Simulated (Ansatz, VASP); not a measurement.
# One calculation of NaCl, two programs

```xyz
2
Lattice="2.8600 0.0000 0.0000 0.0000 2.8600 0.0000 0.0000 0.0000 2.8600" Properties=species:S:1:pos:R:3 pbc="T T T"
Na    0.0000    0.0000    0.0000
Cl    1.4300    1.4300    1.4300
```

Alike in both runs: task single point; functional PBE; k mesh 8 × 8 × 8; occupations fermi-dirac, width 0.02 eV; no spin polarisation.

|  | VASP | Ansatz |
| --- | --- | --- |
| version | VASP 6.6.1 | Ansatz 0.2.0 |
| potentials or method | VASP PAW PBE potentials, release 64 (Na_pv, Cl), cutoff 520 eV | all-electron LAPW, scalar-relativistic |

```tsv
	VASP	Ansatz	Ansatz less VASP
gap on the k mesh at the Fermi level (eV)	4.42	4.37	-0.046
```

Ansatz ran all-electron here, and VASP with PAW potentials.
